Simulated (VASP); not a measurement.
# W (Fd-3m) in VASP: further runs

The runs below take W through relaxation of cell and atoms, with PBE.

All numbers are computed with VASP 6.6.1; they aren't measurements. Logs are shortened: lines on timing, memory, paths and dates and some standing lists are left out, and cuts for length are marked.

### Step 1. The cell of the first run

It takes space group Fd-3m (No. 227, cubic). The conventional cell has a = 5.480 Å, b = 5.480 Å, c = 5.480 Å, α = 90.00°, β = 90.00°, γ = 90.00°. Within 3.1 Å of W (site symmetry -43m) lie 4 W at 2.37 Å.

### Step 2. Relaxation of cell and atoms, PBE

INCAR

```
SYSTEM = W
PREC = Accurate
ENCUT = 600
EDIFF = 1E-6
ISMEAR = 0
SIGMA = 0.05
LREAL = .FALSE.
LASPH = .TRUE.
NELM = 60
ALGO = Normal
ISIF = 3
LWAVE = .FALSE.
LCHARG = .FALSE.
GGA = PE
IBRION = 2
NSW = 80
EDIFFG = -0.01
```

KPOINTS

```
regular mesh
0
G
  8 8 8
  0 0 0
```

POSCAR

```
W
1.0
    0.0000000000      2.7400000000      2.7400000000
    2.7400000000      0.0000000000      2.7400000000
    2.7400000000      2.7400000000      0.0000000000
W
2
Direct
    0.0000000000      0.0000000000      0.0000000000
    0.2500000000      0.2500000000      0.2500000000
```

Potentials or basis: VASP PAW PBE potentials, release 64 (W_sv).

Started as:

```bash
> cat potpaw_PBE.64/W_sv/POTCAR > POTCAR
> mpirun -np 1 vasp_std > vasp.out
```

OUTCAR:

```text
SYSTEM = W
   PREC = Accurate
   ENCUT = 600
   EDIFF = 1E-6
   ISMEAR = 0
   LREAL = .FALSE.
   LASPH = .TRUE.
   NELM = 60
   ISIF = 3
   GGA = PE
   IBRION = 2
   NSW = 80
   EDIFFG = -0.01

 ion  position               nearest neighbor table
   1  0.000  0.000  0.000-   2 2.37   2 2.37   2 2.37   2 2.37
   2  0.250  0.250  0.250-   1 2.37   1 2.37   1 2.37   1 2.37

  LATTYP: Found a face centered cubic cell.
 ALAT       =     5.4800000000

  Lattice vectors:

 A1 = (   0.0000000000,   2.7400000000,   2.7400000000)
 A2 = (   2.7400000000,   0.0000000000,   2.7400000000)
 A3 = (   2.7400000000,   2.7400000000,   0.0000000000)

Analysis of symmetry for initial positions (statically):
=====================================================================
 Subroutine PRICEL returns:
 Original cell was already a primitive cell.

 Routine SETGRP: Setting up the symmetry group for a
 face centered cubic supercell.

 Subroutine GETGRP returns: Found 48 space group operations
 (whereof 24 operations were pure point group operations)
 out of a pool of 48 trial point group operations.

The static configuration has the point symmetry T_d .
 The point group associated with its full space group is O_h .

Analysis of symmetry for dynamics (positions and initial velocities):
=====================================================================
 Subroutine PRICEL returns:
 Original cell was already a primitive cell.

 Routine SETGRP: Setting up the symmetry group for a
 face centered cubic supercell.

 Subroutine GETGRP returns: Found 48 space group operations
 (whereof 24 operations were pure point group operations)
 out of a pool of 48 trial point group operations.

The dynamic configuration has the point symmetry T_d .
 The point group associated with its full space group is O_h .

 Subroutine INISYM returns: Found 48 space group operations
 (whereof 24 operations are pure point group operations),
 and found     1 'primitive' translations

----------------------------------------------------------------------------------------

                                     Primitive cell

  volume of cell :      41.1416

  direct lattice vectors                    reciprocal lattice vectors
     0.000000000  2.740000000  2.740000000    -0.182481752  0.182481752  0.182481752
     2.740000000  0.000000000  2.740000000     0.182481752 -0.182481752  0.182481752
     2.740000000  2.740000000  0.000000000     0.182481752  0.182481752 -0.182481752

  length of vectors
     3.874945161  3.874945161  3.874945161     0.316067666  0.316067666  0.316067666

  position of ions in fractional coordinates (direct lattice)
     0.000000000  0.000000000  0.000000000
     0.250000000  0.250000000  0.250000000

  ion indices of the primitive-cell ions
   primitive index   ion index
                 1           1
                 2           2

----------------------------------------------------------------------------------------

 KPOINTS: regular mesh

Automatic generation of k-mesh.
 Grid dimensions read from file:
 generate k-points for:    8    8    8

 Generating k-lattice:

  Cartesian coordinates                     Fractional coordinates (reciprocal lattice)
    -0.022810219  0.022810219  0.022810219     0.125000000  0.000000000  0.000000000
     0.022810219 -0.022810219  0.022810219     0.000000000  0.125000000  0.000000000
     0.022810219  0.022810219 -0.022810219     0.000000000  0.000000000  0.125000000

  Length of vectors
     0.039508458  0.039508458  0.039508458

  Shift w.r.t. Gamma in fractional coordinates (k-lattice)
     0.000000000  0.000000000  0.000000000

 Subroutine IBZKPT returns following result:
 ===========================================

 Found     29 irreducible k-points:

 Following reciprocal coordinates:
            Coordinates               Weight
  0.000000  0.000000  0.000000      1.000000
  0.125000  0.000000  0.000000      8.000000
  0.250000  0.000000  0.000000      8.000000
  0.375000  0.000000  0.000000      8.000000
  0.500000  0.000000  0.000000      4.000000
  0.125000  0.125000  0.000000      6.000000
[... 16 lines left out ...]
  0.500000  0.250000  0.125000     48.000000
 -0.375000  0.250000  0.125000     24.000000
 [... further k-points ...]
   k-points           NKPTS =     29   k-points in BZ     NKDIM =     29   number of bands    NBANDS=     18
   number of dos      NEDOS =    301   number of ions     NIONS =      2
   total plane-waves  NPLWV =  32768
   dimension x,y,z NGX =    32 NGY =   32 NGZ =   32
   dimension x,y,z NGXF=    64 NGYF=   64 NGZF=   64
   ions per type =               2
   NGX,Y,Z   is equivalent  to a cutoff of  13.73, 13.73, 13.73 a.u.
   NGXF,Y,Z  is equivalent  to a cutoff of  27.46, 27.46, 27.46 a.u.
 SYSTEM =  W
   PREC   = accura    normal or accurate (medium, high low for compatibility)
   ISTART =      0    job   : 0-new  1-cont  2-samecut
   ICHARG =      2    charge: 1-file 2-atom 10-const
   ISPIN  =      1    spin polarized calculation?
   LNONCOLLINEAR =      F non collinear calculations
   LSORBIT =      F    spin-orbit coupling
   LASPH  =      T    aspherical Exc in radial PAW
   ENCUT  =  600.0 eV  44.10 Ry    6.64 a.u.   7.74  7.74  7.74*2*pi/ulx,y,z
   NELM   =     60;   NELMIN=  2; NELMDL= -5     # of ELM steps
   EDIFF  = 0.1E-05   stopping-criterion for ELM
   LREAL  =      F    real-space projection
   EDIFFG = -.1E-01   stopping-criterion for IOM
   NSW    =     80    number of steps for IOM
   IBRION =      2    ionic relax: 0-MD 1-quasi-New 2-CG
   NFREE  =      1    steps in history (QN), initial steepest desc. (CG)
   ISIF   =      3    stress and relaxation
   ISYM   =      2    0-nonsym 1-usesym 2-fastsym
   POTIM  = 0.5000    time-step for ionic-motion
   TEBEG  =    0.0;   TEEND  =   0.0 temperature during run
   PSTRESS=    0.0 pullay stress
   NELECT =      28.0000    total number of electrons
   NUPDOWN=      -1.0000    fix difference up-down
   EMIN   =  10.00;   EMAX   =-10.00  energy-range for DOS
   EFERMI =   0.00;   METHOD = LEGACY
   ISMEAR =     0;   SIGMA  =   0.05  broadening in eV -4-tet -1-fermi 0-gaus
   EFERMI_NEDOS =   21; number of points for ismear=-14 and -15
   IALGO  =     38    algorithm
   IMIX   =      4    mixing-type and parameters
     AMIX     =   0.40;   BMIX     =  1.00
     AMIX_MAG =   1.60;   BMIX_MAG =  1.00
  volume/ion in A,a.u.               =      20.57       138.82
  Fermi-wavevector in a.u.,A,eV,Ry     =   1.440015  2.721233 28.213620  2.073643
  Thomas-Fermi vector in A             =   2.558806
   LORBIT       =      0    0 simple, 1 ext, 2 COOP (PROOUT), +10 PAW based schemes
   GGA     = PE    functional components
   LHFCALC =     F    Hartree Fock is set to
   AEXX    =    0.0000 exact exchange contribution
   IVDW    =     0    specifies the selected vdW correction
   LEPSILON=     F    determine dielectric tensor
   LRPA    =     F    only Hartree local field effects (RPA)
 conjugate gradient relaxation of ions
 non-spin polarized calculation
 Gauss-broadening in eV      SIGMA  =   0.05
  energy-cutoff  :      600.00
  volume of cell :       41.14
 maximum number of plane-waves:      1387
   NGX = 15   NGY = 15   NGZ = 15

--------------------------------------- Ionic step        1  -------------------------------------------

 number of electron      27.9999997 magnetization

 Free energy of the ion-electron system (eV)
  ---------------------------------------------------
  ext. energy  EPLUGINS =         0.00000000
  ---------------------------------------------------
  free energy    TOTEN  =       -19.82312972 eV

  energy without entropy =      -19.81910769  energy(sigma->0) =      -19.82111871

------------------------ aborting loop because EDIFF is reached ----------------------------------------

  FORCE on cell =-STRESS in cart. coord.  units (eV):
  Direction    XX          YY          ZZ          XY          YZ          ZX
  --------------------------------------------------------------------------------------
  -------------------------------------------------------------------------------------
  Total        8.5602571      8.5602571      8.5602571      0.0000000      0.0000000      0.0000000
  in kB      333.3617052    333.3617052    333.3617052      0.0000000      0.0000000      0.0000000
  external PRESSURE =     333.3617052 kB  Pullay stress =       0.0000000 kB
[... 21 lines left out ...]
  energy  without entropy=      -19.8191076894  energy(sigma->0) =      -19.82111871

--------------------------------------- Ionic step        2  -------------------------------------------

 number of electron      27.9999990 magnetization

 E-fermi :   2.3043     XC(G=0):  -9.0288

 val. band max:        2.2921780346   @ k =   0.5000   0.1250   0.0000
 cond. band min:       2.3123313719   @ k =  -0.3750   0.1250   0.0000
 fundamental gap:      0.0201533373
 Fermi energy:         2.3042936021

 k-point     1 :       0.0000    0.0000    0.0000
  band No.  band energies     occupation
      1     -71.4397      2.00000
      2     -71.3751      2.00000
      3     -35.6683      2.00000
      4     -35.6683      2.00000
      5     -35.6683      2.00000
      6     -35.3750      2.00000
[... 10 lines left out ...]
     17       3.3461      0.00000
     18       5.4661      0.00000
[... 588 lines left out ...]
  energy  without entropy=      -20.5797846040  energy(sigma->0) =      -20.58252443

--------------------------------------- Ionic step        5  -------------------------------------------

 number of electron      28.0000000 magnetization

 Free energy of the ion-electron system (eV)
  ---------------------------------------------------
  ext. energy  EPLUGINS =         0.00000000
  ---------------------------------------------------
  free energy    TOTEN  =       -20.58561789 eV

  energy without entropy =      -20.58017936  energy(sigma->0) =      -20.58289862

 E-fermi :   5.2192     XC(G=0): -10.7489

 val. band max:        5.2115482576   @ k =  -0.3750   0.2500   0.0000
 cond. band min:       5.2587776944   @ k =  -0.3750   0.1250   0.0000
 fundamental gap:      0.0472294368
 Fermi energy:         5.2191825473

 k-point     1 :       0.0000    0.0000    0.0000
  band No.  band energies     occupation
      1     -67.9385      2.00000
      2     -67.6297      2.00000
      3     -32.5169      2.00000
      4     -32.5169      2.00000
      5     -32.5169      2.00000
      6     -31.6195      2.00000
[... 10 lines left out ...]
     17       6.7353      0.00000
     18      10.4466      0.00000
[... 512 lines left out ...]
  FREE ENERGIE OF THE ION-ELECTRON SYSTEM (eV)
  ---------------------------------------------------
  free  energy   TOTEN  =       -20.5856178908 eV

  energy  without entropy=      -20.5801793587  energy(sigma->0) =      -20.58289862

 reached required accuracy - stopping structural energy minimisation
```

It took 39 s on 1 thread of Intel Xeon 6975P-C (Granite Rapids), shared host; peak memory 0.19 GiB.

What came out:

| Item | Value |
| --- | --- |
| Free energy | -20.5856 eV |
| Relaxed volume | 24.86 Å³/atom |
| Relaxed cell | a = 4.128 Å, b = 4.128 Å, c = 4.128 Å, α = 60.00°, β = 60.00°, γ = 60.00° |
| Space group after relaxing (to 0.05 Å) | Fd-3m (No. 227) |
| Energy gained by relaxing | 381.2 meV/atom |
| Ionic steps | 5 |
| Pressure after relaxing | 0.0 GPa |
| Band gap on the k mesh | zero (band 14 reaches 5.58 eV, above the bottom of band 15 at 4.76 eV) |

The path:
```tsv
step	energy change (eV)	largest force (eV/Å)	pressure (GPa)	volume (Å³)
1	0.0000	0.0000	33.34	41.14
2	1.2979	0.0000	-21.42	72.25
3	-0.7537	0.0000	-2.52	50.83
4	-0.7621	0.0000	-0.52	49.94
5	-0.7625	0.0000	0.00	49.73
```

Final structure:
```yaml
crystal:
  lattice:
    - [0.00000, 2.91869, 2.91869]
    - [2.91869, 0.00000, 2.91869]
    - [2.91869, 2.91869, 0.00000]
  atoms:
    - { symbol: W, position: [0.00000, 0.00000, 0.00000] }
    - { symbol: W, position: [0.25000, 0.25000, 0.25000] }
```

Caveat: the volume moved by over 15 % at a fixed basis, so the end points are rough; spin-orbit coupling is left out, which moves the levels of the heavy elements.

### Step 3. Relaxation of cell and atoms, PBE, target pressure 5 GPa, at which the enthalpy is minimised

INCAR

```
SYSTEM = W
PREC = Accurate ; ENCUT = 600
EDIFF = 1E-7 ; ISMEAR = 0
SIGMA = 0.05 ; LREAL = .False.
LASPH = .True. ; NELM = 100
ALGO = Normal ; ISIF = 3
LWAVE = .False. ; LCHARG = .False.
GGA = PE ; IBRION = 2
NSW = 80 ; EDIFFG = -0.01
PSTRESS = 50.0
```

KPOINTS

```
Automatic mesh
0
Gamma
  8 8 8
  0 0 0
```

POSCAR is that of step 2.

Potentials or basis: VASP PAW PBE potentials, release 64 (W_sv).

Started as:

```bash
> cat potpaw_PBE.64/W_sv/POTCAR > POTCAR
> mpirun -np 1 vasp_std > vasp.out
```

OUTCAR:

```text
SYSTEM = W
   PREC = Accurate
   ENCUT = 600
   EDIFF = 1E-7
   ISMEAR = 0
   LREAL = .False.
   LASPH = .True.
   NELM = 100
   ISIF = 3
   GGA = PE
   IBRION = 2
   NSW = 80
   EDIFFG = -0.01
   PSTRESS = 50.0

 ion  position               nearest neighbor table
   1  0.000  0.000  0.000-   2 2.37   2 2.37   2 2.37   2 2.37
   2  0.250  0.250  0.250-   1 2.37   1 2.37   1 2.37   1 2.37

  LATTYP: Found a face centered cubic cell.
 ALAT       =     5.4800000000

  Lattice vectors:

 A1 = (   0.0000000000,   2.7400000000,   2.7400000000)
 A2 = (   2.7400000000,   0.0000000000,   2.7400000000)
 A3 = (   2.7400000000,   2.7400000000,   0.0000000000)

Analysis of symmetry for initial positions (statically):
=====================================================================
 Subroutine PRICEL returns:
 Original cell was already a primitive cell.

 Routine SETGRP: Setting up the symmetry group for a
 face centered cubic supercell.

 Subroutine GETGRP returns: Found 48 space group operations
 (whereof 24 operations were pure point group operations)
 out of a pool of 48 trial point group operations.

The static configuration has the point symmetry T_d .
 The point group associated with its full space group is O_h .

Analysis of symmetry for dynamics (positions and initial velocities):
=====================================================================
 Subroutine PRICEL returns:
 Original cell was already a primitive cell.

 Routine SETGRP: Setting up the symmetry group for a
 face centered cubic supercell.

 Subroutine GETGRP returns: Found 48 space group operations
 (whereof 24 operations were pure point group operations)
 out of a pool of 48 trial point group operations.

The dynamic configuration has the point symmetry T_d .
 The point group associated with its full space group is O_h .

 Subroutine INISYM returns: Found 48 space group operations
 (whereof 24 operations are pure point group operations),
 and found     1 'primitive' translations

----------------------------------------------------------------------------------------

[... 116 lines left out ...]
   LORBIT       =      0    0 simple, 1 ext, 2 COOP (PROOUT), +10 PAW based schemes
   GGA     = PE    functional components
   LHFCALC =     F    Hartree Fock is set to
   AEXX    =    0.0000 exact exchange contribution
   IVDW    =     0    specifies the selected vdW correction
   LEPSILON=     F    determine dielectric tensor
   LRPA    =     F    only Hartree local field effects (RPA)
 conjugate gradient relaxation of ions
 non-spin polarized calculation
 Gauss-broadening in eV      SIGMA  =   0.05
  energy-cutoff  :      600.00
  volume of cell :       41.14
 maximum number of plane-waves:      1387
   NGX = 15   NGY = 15   NGZ = 15

--------------------------------------- Ionic step        1  -------------------------------------------

 number of electron      27.9999997 magnetization

 Free energy of the ion-electron system (eV)
  ---------------------------------------------------
  ext. energy  EPLUGINS =         0.00000000
  ---------------------------------------------------
  free energy    TOTEN  =       -19.82312910 eV

  energy without entropy =      -19.81910665  energy(sigma->0) =      -19.82111788

------------------------ aborting loop because EDIFF is reached ----------------------------------------

  FORCE on cell =-STRESS in cart. coord.  units (eV):
  Direction    XX          YY          ZZ          XY          YZ          ZX
  --------------------------------------------------------------------------------------
  -------------------------------------------------------------------------------------
  Total        8.5684079      8.5684079      8.5684079      0.0000000      0.0000000      0.0000000
  in kB      333.6791213    333.6791213    333.6791213      0.0000000      0.0000000      0.0000000
  external PRESSURE =     283.6791213 kB  Pullay stress =      50.0000000 kB
[... 25 lines left out ...]
--------------------------------------- Ionic step        2  -------------------------------------------

 number of electron      28.0000008 magnetization

 E-fermi :   2.8054     XC(G=0):  -9.3738

 val. band max:        2.7911742909   @ k =   0.5000   0.1250   0.0000
 cond. band min:       2.8057300966   @ k =  -0.3750   0.1250   0.0000
 fundamental gap:      0.0145558057
 Fermi energy:         2.8053622678

 k-point     1 :       0.0000    0.0000    0.0000
  band No.  band energies     occupation
      1     -70.8006      2.00000
      2     -70.7098      2.00000
      3     -35.0799      2.00000
      4     -35.0799      2.00000
      5     -35.0799      2.00000
      6     -34.7047      2.00000
[... 608 lines left out ...]
--------------------------------------- Ionic step        5  -------------------------------------------

 number of electron      27.9999998 magnetization

 Free energy of the ion-electron system (eV)
  ---------------------------------------------------
  ext. energy  EPLUGINS =         0.00000000
  ---------------------------------------------------
  free energy    TOTEN  =       -20.55699889 eV

  energy without entropy =      -20.55187772  energy(sigma->0) =      -20.55443831

 E-fermi :   5.6096     XC(G=0): -10.9386

 val. band max:        5.6016623735   @ k =   0.3750   0.2500   0.1250
 cond. band min:       5.6103377476   @ k =  -0.2500   0.5000   0.2500
 fundamental gap:      0.0086753742
 Fermi energy:         5.6095899040

 k-point     1 :       0.0000    0.0000    0.0000
  band No.  band energies     occupation
      1     -67.5334      2.00000
      2     -67.1746      2.00000
      3     -32.1630      2.00000
      4     -32.1630      2.00000
      5     -32.1630      2.00000
      6     -31.1657      2.00000
[... 528 lines left out ...]
  energy  without entropy=      -20.5518777239  energy(sigma->0) =      -20.55443831

  enthalpy is  TOTEN    =       -19.0640739720 eV   P V=        1.4929249179

 reached required accuracy - stopping structural energy minimisation
```

Run time: 45 s. Hardware: 1 thread of Intel Xeon 6975P-C (Granite Rapids), shared host; peak memory 0.19 GiB.

Results:

| Item | Value |
| --- | --- |
| Free energy | -20.5570 eV |
| Relaxed volume | 23.92 Å³/atom |
| Relaxed cell | a = 4.075 Å, b = 4.075 Å, c = 4.075 Å, α = 60.00°, β = 60.00°, γ = 60.00° |
| Space group after relaxing (to 0.05 Å) | Fd-3m (No. 227) |
| Energy change on relaxing (the enthalpy is what falls) | -366.9 meV/atom |
| Ionic steps | 5 |
| Pressure after relaxing | 5.0 GPa |
| Band gap on the k mesh | zero (band 14 reaches 5.98 eV, above the bottom of band 15 at 5.16 eV) |

The path:
| step | energy change (eV) | largest force (eV/Å) | pressure (GPa) | volume (Å³) |
| --- | --- | --- | --- | --- |
| 1 | 0.0000 | 0.0000 | 33.37 | 41.14 |
| 2 | 0.5983 | 0.0000 | -19.97 | 66.86 |
| 3 | -0.7545 | 0.0000 | 2.57 | 48.72 |
| 4 | -0.7382 | 0.0000 | 4.59 | 47.98 |
| 5 | -0.7339 | 0.0000 | 5.00 | 47.84 |

Final structure:
```xyz
2
Lattice="0.0000 2.8813 2.8813 2.8813 0.0000 2.8813 2.8813 2.8813 0.0000" Properties=species:S:1:pos:R:3 pbc="T T T"
W     0.0000    0.0000    0.0000
W     1.4406    1.4406    1.4406
```

Caveat: the cell is relaxed towards a set pressure, so the enthalpy falls and the energy may rise; the volume moved by over 15 % at a fixed basis, so the end points are rough; spin-orbit coupling is left out, which moves the levels of the heavy elements.

(Continued in part 2 of 2.)
